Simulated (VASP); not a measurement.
# BN (P6_3/mmc) in VASP: further runs

BN is run at these levels: PBE+D3(BJ); tasks: single point.

Everything below comes from runs of VASP 6.6.1. Logs are shortened: lines on timing, memory, paths and dates and some standing lists are left out, and cuts for length are marked.

### 1 The cell of the first run

Symmetry: P6_3/mmc, No. 194, hexagonal system. Conventional cell: a = 2.493 Å, b = 2.493 Å, c = 5.883 Å, α = 90.00°, β = 90.00°, γ = 120.00°. B (site symmetry -6m2) has 3 N at 1.44 Å within 1.9 Å. N (site symmetry -6m2) has 3 B at 1.44 Å within 1.9 Å.

### 2 Single point, PBE+D3(BJ) (7.92 Å³/atom)

INCAR

```
SYSTEM = BN
  ALGO = Normal
  EDIFF = 1E-7
  ENCUT = 520
  GGA = PE
  ISIF = 2
  ISMEAR = 0
  IVDW = 12
  LASPH = .TRUE.
  LCHARG = .FALSE.
  LREAL = .FALSE.
  LWAVE = .FALSE.
  NBANDS = 16
  NELM = 100
  PREC = Accurate
  SIGMA = 0.05
```

KPOINTS

```
k-points
0
G
  12 12 4
  0 0 0
```

POSCAR

```
BN
1.0
    2.4931355760      0.0000000000      0.0000000000
   -1.2465677880      2.1591187439      0.0000000000
    0.0000000000      0.0000000000      5.8826441517
B N
2 2
Direct
    0.3333333333      0.6666666667      0.2500000000
    0.6666666667      0.3333333333      0.7500000000
    0.3333333333      0.6666666667      0.7500000000
    0.6666666667      0.3333333333      0.2500000000
```

Potentials or basis: VASP PAW PBE potentials, release 64 (B, N).

On the command line:

```sh
> cat potpaw_PBE.64/B/POTCAR potpaw_PBE.64/N/POTCAR > POTCAR
> mpirun -np 1 vasp_std > vasp.out
```

OUTCAR:

```text
SYSTEM = BN
   EDIFF = 1E-7
   ENCUT = 520
   GGA = PE
   ISIF = 2
   ISMEAR = 0
   IVDW = 12
   LASPH = .TRUE.
   LREAL = .FALSE.
   NELM = 100
   PREC = Accurate
 IVDW          = 12

 ion  position               nearest neighbor table
   1  0.333  0.667  0.250-   4 1.44   4 1.44   4 1.44
   2  0.667  0.333  0.750-   3 1.44   3 1.44   3 1.44
   3  0.333  0.667  0.750-   2 1.44   2 1.44   2 1.44
   4  0.667  0.333  0.250-   1 1.44   1 1.44   1 1.44

  LATTYP: Found a hexagonal cell.
 ALAT       =     2.4931355760
 C/A-ratio  =     2.3595364040

  Lattice vectors:

 A1 = (   2.4931355760,   0.0000000000,   0.0000000000)
 A2 = (  -1.2465677880,   2.1591187439,   0.0000000000)
 A3 = (   0.0000000000,   0.0000000000,   5.8826441517)

Analysis of symmetry for initial positions (statically):
=====================================================================
 Subroutine PRICEL returns:
 Original cell was already a primitive cell.

 Routine SETGRP: Setting up the symmetry group for a
 hexagonal supercell.

 Subroutine GETGRP returns: Found 24 space group operations
 (whereof 12 operations were pure point group operations)
 out of a pool of 24 trial point group operations.

The static configuration has the point symmetry D_3d.
 The point group associated with its full space group is D_6h.

Analysis of symmetry for dynamics (positions and initial velocities):
=====================================================================
 Subroutine PRICEL returns:
 Original cell was already a primitive cell.

 Routine SETGRP: Setting up the symmetry group for a
 hexagonal supercell.

 Subroutine GETGRP returns: Found 24 space group operations
 (whereof 12 operations were pure point group operations)
 out of a pool of 24 trial point group operations.

The dynamic configuration has the point symmetry D_3d.
 The point group associated with its full space group is D_6h.

 Subroutine INISYM returns: Found 24 space group operations
 (whereof 12 operations are pure point group operations),
 and found     1 'primitive' translations

----------------------------------------------------------------------------------------

                                     Primitive cell

  volume of cell :      31.6661

  direct lattice vectors                    reciprocal lattice vectors
     2.493135576  0.000000000  0.000000000     0.401101332  0.231575962  0.000000000
    -1.246567788  2.159118744  0.000000000     0.000000000  0.463151924  0.000000000
     0.000000000  0.000000000  5.882644152     0.000000000  0.000000000  0.169991584

  length of vectors
     2.493135576  2.493135576  5.882644152     0.463151924  0.463151924  0.169991584

  position of ions in fractional coordinates (direct lattice)
     0.333333333  0.666666667  0.250000000
     0.666666667  0.333333333  0.750000000
     0.333333333  0.666666667  0.750000000
     0.666666667  0.333333333  0.250000000

  ion indices of the primitive-cell ions
   primitive index   ion index
                 1           1
                 2           2
                 3           3
                 4           4

----------------------------------------------------------------------------------------

 KPOINTS: k-points

Automatic generation of k-mesh.
 Grid dimensions read from file:
 generate k-points for:   12   12    4

 Generating k-lattice:

  Cartesian coordinates                     Fractional coordinates (reciprocal lattice)
     0.033425111  0.019297997  0.000000000     0.083333333  0.000000000  0.000000000
     0.000000000  0.038595994  0.000000000     0.000000000  0.083333333  0.000000000
     0.000000000  0.000000000  0.042497896     0.000000000  0.000000000  0.250000000

  Length of vectors
     0.038595994  0.038595994  0.042497896

  Shift w.r.t. Gamma in fractional coordinates (k-lattice)
     0.000000000  0.000000000  0.000000000

 Subroutine IBZKPT returns following result:
 ===========================================

 Found     57 irreducible k-points:

 Following reciprocal coordinates:
            Coordinates               Weight
  0.000000  0.000000  0.000000      1.000000
  0.083333  0.000000  0.000000      6.000000
  0.166667  0.000000  0.000000      6.000000
  0.250000  0.000000  0.000000      6.000000
  0.333333  0.000000  0.000000      6.000000
  0.416667  0.000000  0.000000      6.000000
[... 16 lines left out ...]
  0.250000  0.000000  0.250000     12.000000
  0.333333  0.000000  0.250000     12.000000
 [... further k-points ...]
   k-points           NKPTS =     57   k-points in BZ     NKDIM =     57   number of bands    NBANDS=     16
   number of dos      NEDOS =    301   number of ions     NIONS =      4
   total plane-waves  NPLWV =  19200
   dimension x,y,z NGX =    20 NGY =   20 NGZ =   48
   dimension x,y,z NGXF=    40 NGYF=   40 NGZF=   96
   ions per type =               2   2
   NGX,Y,Z   is equivalent  to a cutoff of  13.34, 13.34, 13.56 a.u.
   NGXF,Y,Z  is equivalent  to a cutoff of  26.67, 26.67, 27.13 a.u.
 SYSTEM =  BN
   PREC   = accura    normal or accurate (medium, high low for compatibility)
   ISTART =      0    job   : 0-new  1-cont  2-samecut
   ICHARG =      2    charge: 1-file 2-atom 10-const
   ISPIN  =      1    spin polarized calculation?
   LNONCOLLINEAR =      F non collinear calculations
   LSORBIT =      F    spin-orbit coupling
   LASPH  =      T    aspherical Exc in radial PAW
   ENCUT  =  520.0 eV  38.22 Ry    6.18 a.u.   4.64  4.64 10.94*2*pi/ulx,y,z
   NELM   =    100;   NELMIN=  2; NELMDL= -5     # of ELM steps
   EDIFF  = 0.1E-06   stopping-criterion for ELM
   LREAL  =      F    real-space projection
   EDIFFG = 0.1E-05   stopping-criterion for IOM
   NSW    =      0    number of steps for IOM
   IBRION =     -1    ionic relax: 0-MD 1-quasi-New 2-CG
   NFREE  =      0    steps in history (QN), initial steepest desc. (CG)
   ISIF   =      2    stress and relaxation
   ISYM   =      2    0-nonsym 1-usesym 2-fastsym
   POTIM  = 0.5000    time-step for ionic-motion
   TEBEG  =    0.0;   TEEND  =   0.0 temperature during run
   PSTRESS=    0.0 pullay stress
   NELECT =      16.0000    total number of electrons
   NUPDOWN=      -1.0000    fix difference up-down
   EMIN   =  10.00;   EMAX   =-10.00  energy-range for DOS
   EFERMI =   0.00;   METHOD = LEGACY
   ISMEAR =     0;   SIGMA  =   0.05  broadening in eV -4-tet -1-fermi 0-gaus
   EFERMI_NEDOS =   21; number of points for ismear=-14 and -15
   IALGO  =     38    algorithm
   IMIX   =      4    mixing-type and parameters
     AMIX     =   0.40;   BMIX     =  1.00
     AMIX_MAG =   1.60;   BMIX_MAG =  1.00
  volume/ion in A,a.u.               =       7.92        53.42
  Fermi-wavevector in a.u.,A,eV,Ry     =   1.303917  2.464045 23.132606  1.700199
  Thomas-Fermi vector in A             =   2.434887
   LORBIT       =      0    0 simple, 1 ext, 2 COOP (PROOUT), +10 PAW based schemes
   GGA     = PE    functional components
   LHFCALC =     F    Hartree Fock is set to
   AEXX    =    0.0000 exact exchange contribution
   IVDW    =    12    specifies the selected vdW correction
   LEPSILON=     F    determine dielectric tensor
   LRPA    =     F    only Hartree local field effects (RPA)
 non-spin polarized calculation
 Gauss-broadening in eV      SIGMA  =   0.05
  energy-cutoff  :      520.00
  volume of cell :       31.67
 maximum number of plane-waves:       874
 NGX is ok and might be reduce to    20
   NGX =  9   NGY =  9   NGZ = 21

 number of electron      15.9999998 magnetization

 Free energy of the ion-electron system (eV)
  ---------------------------------------------------
  ext. energy  EPLUGINS =         0.00000000
  ---------------------------------------------------
  free energy    TOTEN  =       -34.98745843 eV

  energy without entropy =      -34.98745843  energy(sigma->0) =      -34.98745843

 E-fermi :   3.7043     XC(G=0): -10.8977

 val. band max:        3.4761202502   @ k =   0.3333   0.2500   0.0000
 cond. band min:       7.5752946947   @ k =   0.5000   0.0000   0.0000
 fundamental gap:      4.0991744445
 Fermi energy:         3.7043214305

 k-point     1 :       0.0000    0.0000    0.0000
  band No.  band energies     occupation
      1     -14.6988      2.00000
      2     -14.0049      2.00000
      3      -3.5369      2.00000
      4       0.1229      2.00000
      5       2.0407      2.00000
      6       2.0407      2.00000
[... 8 lines left out ...]
     15      16.2639      0.00000
     16      16.5586      0.00000

 k-point     2 :       0.0833    0.0000    0.0000
  band No.  band energies     occupation
      1     -14.5590      2.00000
      2     -13.8746      2.00000
      3      -3.3466      2.00000
      4       0.2842      2.00000
      5       1.4730      2.00000
      6       1.5941      2.00000
[... 8 lines left out ...]
     15      15.9904      0.00000
     16      16.7181      0.00000

 k-point     3 :       0.1667    0.0000    0.0000
  band No.  band energies     occupation
      1     -14.1465      2.00000
      2     -13.4914      2.00000
      3      -2.7820      2.00000
      4       0.0324      2.00000
      5       0.1845      2.00000
      6       0.7559      2.00000
[... 8 lines left out ...]
     15      17.4638      0.00000
     16      17.8019      0.00000

 k-point     4 :       0.2500    0.0000    0.0000
  band No.  band energies     occupation
      1     -13.4864      2.00000
      2     -12.8845      2.00000
      3      -1.8664      2.00000
      4      -1.7980      2.00000
      5      -1.5973      2.00000
      6       0.3725      2.00000
[... 8 lines left out ...]
     15      19.5042      0.00000
     16      19.7570      0.00000
[... 324 lines left out ...]
 k-point    22 :       0.1667    0.0000    0.2500
  band No.  band energies     occupation
      1     -14.0602      2.00000
      2     -13.5986      2.00000
      3      -2.3658      2.00000
      4      -0.0672      2.00000
      5       0.0677      2.00000
      6       0.3229      2.00000
[... 8 lines left out ...]
     15      17.3268      0.00000
     16      17.4198      0.00000

 k-point    23 :       0.2500    0.0000    0.2500
  band No.  band energies     occupation
      1     -13.4064      2.00000
      2     -12.9820      2.00000
      3      -1.8611      2.00000
      4      -1.6467      2.00000
      5      -1.3622      2.00000
      6       0.3963      2.00000
[... 8 lines left out ...]
     15      19.5356      0.00000
     16      19.7136      0.00000

 k-point    24 :       0.3333    0.0000    0.2500
  band No.  band energies     occupation
      1     -12.5724      2.00000
      2     -12.2107      2.00000
      3      -3.5984      2.00000
      4      -3.4269      2.00000
      5      -0.2608      2.00000
      6      -0.2433      2.00000
[... 8 lines left out ...]
     15      21.0450      0.00000
     16      22.1080      0.00000

 [... further k-points ...]

------------------------ aborting loop because EDIFF is reached ----------------------------------------

 Edisp (eV)   -0.65737

 E8    (eV) :    -0.1949

  FORCE on cell =-STRESS in cart. coord.  units (eV):
  Direction    XX          YY          ZZ          XY          YZ          ZX
  --------------------------------------------------------------------------------------
  -------------------------------------------------------------------------------------
  Total       1.34004     1.34004     1.25897     0.00000     0.00000     0.00000
  in kB      67.80054    67.80054    63.69881     0.00000     0.00000     0.00000
  external pressure =       66.43 kB  Pullay stress =        0.00 kB

 VOLUME and BASIS-vectors are now :
 -----------------------------------------------------------------------------
  energy-cutoff  :      520.00
  volume of cell :       31.67
      direct lattice vectors                 reciprocal lattice vectors
     2.493135576  0.000000000  0.000000000     0.401101332  0.231575962  0.000000000
    -1.246567788  2.159118744  0.000000000     0.000000000  0.463151924  0.000000000
     0.000000000  0.000000000  5.882644152     0.000000000  0.000000000  0.169991584

 POSITION                                       TOTAL-FORCE (eV/Angst)
 -----------------------------------------------------------------------------------
     -0.00000      1.43941      1.47066        -0.000000      0.000000      0.000000
      1.24657      0.71971      4.41198         0.000000     -0.000000      0.000000
     -0.00000      1.43941      4.41198        -0.000000     -0.000000      0.000000
      1.24657      0.71971      1.47066        -0.000000      0.000000      0.000000
 -----------------------------------------------------------------------------------
    total drift:                                0.000000     -0.000000      0.000000

  FREE ENERGIE OF THE ION-ELECTRON SYSTEM (eV)
  ---------------------------------------------------
  free  energy   TOTEN  =       -35.6448279258 eV

  energy  without entropy=      -35.6448279258  energy(sigma->0) =      -35.64482793
```

Run time: 42 s. Hardware: 1 thread of Intel Xeon 8259CL, shared host; peak memory 0.17 GiB.

What came out:

```
Free energy                : -35.6448 eV
Pressure                   : 6.6 GPa
Band gap on the k mesh     : 4.10 eV (least direct gap 4.35 eV)
Dispersion energy per atom : -0.164 eV
```

Caveat: the cell stands under pressure.

### 3 Single point, PBE+D3(BJ) (8.28 Å³/atom)

This run uses another cell than the first one, of 8.28 Å³/atom.

INCAR: that of step 2 with these lines changed.

```diff
@@ -2,3 +2,3 @@
   ALGO = Normal
-  EDIFF = 1E-7
+  EDIFF = 1E-6
   ENCUT = 520
```

KPOINTS is that of step 2.

POSCAR

```
BN
1.0
    2.4988195065      0.0000000000      0.0000000000
   -1.2494097533      2.1640411721      0.0000000000
    0.0000000000      0.0000000000      6.1220905699
B N
2 2
Direct
    0.3333333333      0.6666666667      0.2500000000
    0.6666666667      0.3333333333      0.7500000000
    0.3333333333      0.6666666667      0.7500000000
    0.6666666667      0.3333333333      0.2500000000
```

Potentials or basis: VASP PAW PBE potentials, release 64 (B, N).

On the command line:

```sh
> cat potpaw_PBE.64/B/POTCAR potpaw_PBE.64/N/POTCAR > POTCAR
> mpirun -np 1 vasp_std > vasp.out
```

Run time: 37 s. Hardware: 1 thread of Intel Xeon 8259CL, shared host; peak memory 0.17 GiB.

Results (log left out):

| Item | Value |
| --- | --- |
| Free energy | -35.6896 eV |
| Pressure | 3.6 GPa |
| Band gap on the k mesh | 4.12 eV (least direct gap 4.44 eV) |
| Dispersion energy per atom | -0.156 eV |

Stress tensor (GPa, compression positive):
```
3.70 0.00 0.00
0.00 3.70 0.00
0.00 0.00 3.35
```

Levels at points of the mesh, in eV from the valence-band top:
```tsv
k point	band 4	band 5	band 6	band 7	band 8	band 9	band 10	band 11	band 12	band 13
(0.00, 0.00, 0.00)	-3.64	-1.41	-1.41	-1.33	-1.33	5.80	11.20	11.47	11.47	11.70
(0.50, 0.00, 0.00)	-8.91	-4.26	-4.12	-1.83	-0.32	4.12	6.01	9.63	9.85	13.11
(0.00, 0.00, 0.50)	-5.38	-1.37	-1.37	-1.37	-1.37	8.61	8.61	11.58	11.58	11.58
(0.50, 0.00, 0.50)	-8.99	-4.19	-4.19	-1.01	-1.01	4.66	4.66	9.97	9.97	14.06
```

Caveat: the cell stands under pressure. A hybrid or GW would open this gap; PBE tends to underestimate it.

(Part 1 of 2 ends here.)
